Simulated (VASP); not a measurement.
Here is a VASP 6.6.1 calculation.

The input INCAR:

```
SYSTEM = NbH2
PREC = Accurate
ENCUT = 520
EDIFF = 1E-7
ISMEAR = 0
SIGMA = 0.15
LREAL = .False.
LASPH = .True.
NELM = 60
ALGO = Normal
ISIF = 2
LWAVE = .False.
LCHARG = .False.
GGA = PS
NBANDS = 14
```

File KPOINTS:

```
Automatic mesh
0
Gamma
  16 16 16
  0 0 0
```

File POSCAR:

```
NbH2
1.0
   -0.2614233906      2.0951576548      2.0951576548
    2.0951576548     -0.2614233906      2.0951576548
    2.0951576548      2.0951576548     -0.2614233906
Nb H
1 2
Direct
    0.0000000000      0.0000000000      0.0000000000
    0.2500000000      0.2500000000      0.2500000000
    0.7500000000      0.7500000000      0.7500000000
```

Potentials or basis: VASP PAW PBE potentials, release 64 (Nb_sv, H).

Launch:

```sh
$ cat potpaw_PBE.64/Nb_sv/POTCAR potpaw_PBE.64/H/POTCAR > POTCAR
$ mpirun -np 1 vasp_std > vasp.out
```

Q: Predict the band gap on the k mesh.

A: Zero (an odd number of electrons rules out a gap without spin polarisation).

Q: Estimate the pressure.

A: 20.6 GPa.

Q: Predict the largest force.

A: 2.146 eV/Å.

Forces on the atoms (eV/Å):
```
Nb   0.000  0.000  0.000
H    1.239  1.239  1.239
H   -1.239 -1.239 -1.239
```

Caveat: the cell stands under pressure; the PAW data sets were made with another functional, which shifts forces and pressure a little.
